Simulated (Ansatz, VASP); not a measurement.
# Two plane-wave programs on CsMgBiO3

Contents of INCAR:

```
ALGO = Normal
EDIFF = 1E-6
EDIFFG = -0.01
ENCUT = 520
GGA = PE
IBRION = 2
ISIF = 2
ISMEAR = -1
LASPH = T
LCHARG = F
LREAL = F
LWAVE = F
NELM = 100
NSW = 60
PREC = Accurate
SIGMA = 0.05
```

Contents of KPOINTS:

```
k-points
0
Gamma
  5 5 5
```

Contents of POSCAR:

```
CsMgBiO3
1.0
    3.2305168867      1.8651397941      3.7970092083
   -3.2305168867      1.8651397941      3.7970092083
    0.0000000000     -3.7302795883      3.7970092083
Bi Cs Mg O
1 1 1 3
Direct
    0.5652985500      0.5652985500      0.5652985500
    0.9172816500      0.9172816500      0.9172816500
    0.3021917400      0.3021917400      0.3021917400
    0.9822380200      0.4913922600      0.4913922600
    0.4913922600      0.4913922600      0.9822380200
    0.4913922600      0.9822380200      0.4913922600
```

The input input.yaml:

```yaml
crystal:
  lattice:
    - [3.2305168867, 1.8651397941, 3.7970092083]
    - [-3.2305168867, 1.8651397941, 3.7970092083]
    - [0.0, -3.7302795883, 3.7970092083]
  atoms:
    - { symbol: Bi, position: [0.56529855, 0.56529855, 0.56529855] }
    - { symbol: Cs, position: [0.91728165, 0.91728165, 0.91728165] }
    - { symbol: Mg, position: [0.30219174, 0.30219174, 0.30219174] }
    - { symbol: O, position: [0.98223802, 0.49139226, 0.49139226] }
    - { symbol: O, position: [0.49139226, 0.49139226, 0.98223802] }
    - { symbol: O, position: [0.49139226, 0.98223802, 0.49139226] }
hamiltonian:
  xc: pbe
  pseudopotentials: { kind: paw }
kpoints:
  mp_grid: { grid: [5, 5, 5] }
scf:
  occupations: { method: fermi_dirac, width: 0.05 }
output:
  forces: true
  stress: true
  eigenvalues: true
relax:
  f_tol: 0.01
  max_steps: 40
```

Alike in both runs: task relaxation of the atoms; functional PBE; k mesh 5 × 5 × 5; occupations fermi-dirac, width 0.05 eV; no spin polarisation.

```csv
,VASP,Ansatz
version,VASP 6.6.1,Ansatz 0.2.0
potentials or method,"VASP PAW PBE potentials, release 64 (Bi_d, Cs_sv, Mg, O)",Ansatz PAW
plane-wave cutoff (eV),520,420
valence electrons in the cell,44,52
```

|  | VASP | Ansatz | Ansatz less VASP |
| --- | --- | --- | --- |
| gap on the k mesh at the Fermi level, each at its own relaxed structure (eV) | 2.77 | 2.78 | +0.015 |

VASP's potentials hold 44 valence electrons a cell and Ansatz's 52, so a difference there can come from the potentials and not from the codes.

Spin-orbit coupling is off throughout. Noted on Ansatz's run: odd divisions of the mesh miss points on the zone boundary, where band edges often lie, so the gap on the mesh can be too wide.
